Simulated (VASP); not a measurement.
## TiO2: single point with PBE+D3(BJ)+U

The system is TiO2.

```
Ti O
1.0
     1.60935    0.92916    5.60010
    -1.60935    0.92916    5.60010
     0.00000   -1.85832    5.60010
Ti O
1 2
Direct
  0.00000 0.00000 0.00000
  0.60176 0.60176 0.60176
  0.39824 0.39824 0.39824
```

```json
{
 "Program": "VASP 6.6.1",
 "Task": "single point",
 "Functional": "PBE",
 "Dispersion": "D3(BJ)",
 "Potentials or basis": "VASP PAW PBE potentials, release 64 (Ti_sv, O)",
 "Cutoff": "520 eV",
 "k mesh": "9 × 9 × 9",
 "Occupations": "gaussian, width 0.05 eV",
 "Spin": "no spin polarisation",
 "Hubbard terms": "Ti d U = 4.0 eV"
}
```

```yaml
Pressure: -24.1 GPa
Largest_force: 2.716 eV/Å
Band_gap_on_the_k_mesh: 2.39 eV, indirect (least direct gap 2.54 eV)
Dispersion_energy_per_atom: -0.146 eV
```

Forces on the atoms (eV/Å):
```
Ti   0.000  0.000  0.000
O    0.000  0.000  2.716
O    0.000  0.000 -2.716
```

Stress tensor (GPa, compression positive):
```
-26.23   0.00   0.00
  0.00 -26.23   0.00
  0.00   0.00 -19.99
```

Levels at points of the mesh, in eV from the valence-band top:
```csv
k point,band 10,band 11,band 12,band 13,band 14,band 15
"(0.00, 0.00, 0.00)",-0.40,-0.40,-0.20,2.41,2.41,3.34
```

Eigenvalues of the final occupation matrices:
```
    site  spin  trace               eigenvalues
site 1 d     1   0.71  0.08 0.08 0.08 0.24 0.24
site 1 d     2   0.71  0.08 0.08 0.08 0.24 0.24
```

Wall time 3.1 min on 1 thread of Intel(R) Xeon(R) 6975P-C (Granite Rapids), with other jobs on the host, peak memory 0.36 GiB.

Caveat: forces of over 1 eV/Å act on the atoms, so gaps and moduli don't describe the material at rest. A k mesh can miss the band edges.
